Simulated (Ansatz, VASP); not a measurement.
## BP in VASP and in Ansatz

Contents of INCAR:

```
SYSTEM = BP
PREC = Accurate
ENCUT = 500
EDIFF = 1E-6
ISMEAR = -1
SIGMA = 0.02
LREAL = .FALSE.
LASPH = .TRUE.
NELM = 120
ALGO = Normal
ISIF = 2
LWAVE = .FALSE.
LCHARG = .FALSE.
GGA = PS
NBANDS = 11
GGA_COMPAT = .FALSE.
```

The input KPOINTS:

```
Automatic mesh
0
G
  4 4 4
  0 0 0
```

POSCAR

```
BP
1.0
    2.7080526412      0.0000000000      0.0000000000
    0.0000000000      2.7080526412      0.0000000000
    0.0000000000      0.0000000000      2.7080526412
B P
1 1
Direct
    0.0000000000      0.0000000000      0.0000000000
    0.5000000000      0.5000000000      0.5000000000
```

Input for Ansatz:

```yaml
crystal:
  lattice:
    - [2.7080526412, 0.0, 0.0]
    - [0.0, 2.7080526412, 0.0]
    - [0.0, 0.0, 2.7080526412]
  atoms:
    - { symbol: B, position: [0.0, 0.0, 0.0] }
    - { symbol: P, position: [0.5, 0.5, 0.5] }
kpoints:
  mp_grid: { grid: [4, 4, 4] }
hamiltonian:
  xc: pbesol
scf:
  occupations: { method: fermi_dirac, width: 0.02 }
  n_extra_bands: 4
output:
  forces: true
  stress: true
  eigenvalues: true
```

Alike in both runs: task single point; functional PBEsol; k mesh 4 × 4 × 4; occupations fermi-dirac, width 0.02 eV; no spin polarisation.

|  | VASP | Ansatz |
| --- | --- | --- |
| version | VASP 6.6.1 | Ansatz 0.2.0 |
| potentials or method | VASP PAW PBE potentials, release 64 (B, P) | plane waves |
| plane-wave cutoff (eV) | 500 | 420 |
| valence electrons in the cell | 8 | 8 |

|  | VASP | Ansatz | Ansatz less VASP |
| --- | --- | --- | --- |
| pressure (GPa) | -5.5 | -5.7 | -0.15 |

VASP's potentials were made for PBE, not for PBEsol.

The k mesh is coarse, so the values compare programs but aren't converged.
